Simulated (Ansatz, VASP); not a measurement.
## GaSb in VASP and in Ansatz

```xyz
2
Lattice="0.0000 3.0590 3.0590 3.0590 0.0000 3.0590 3.0590 3.0590 0.0000" Properties=species:S:1:pos:R:3 pbc="T T T"
Sb    4.5885    4.5885    4.5885
Ga    0.0000    0.0000    0.0000
```

Alike in both runs: task single point; functional PBE; k mesh 8 × 8 × 8; occupations gaussian, width 0.024 eV; no spin polarisation.

|  | VASP | Ansatz |
| --- | --- | --- |
| version | VASP 6.6.1 | Ansatz 0.2.0 |
| potentials or method | VASP PAW PBE potentials, release 64 (Sb, Ga_d), cutoff 520 eV | all-electron LAPW, scalar-relativistic |

Ansatz gave:

| Item | Value |
| --- | --- |
| gap on the k mesh at the Fermi level (eV) | 0.04 |
| least direct gap on the mesh (eV) | 0.04 |
| pressure (GPa) | 2.3 |

**Question.** What did VASP give for the same quantities?

**Answer.** gap on the k mesh at the Fermi level (eV): 0.04; least direct gap on the mesh (eV): 0.04; pressure (GPa): 2.4.

Ansatz ran all-electron here, and VASP with PAW potentials.

Spin-orbit coupling is off throughout.
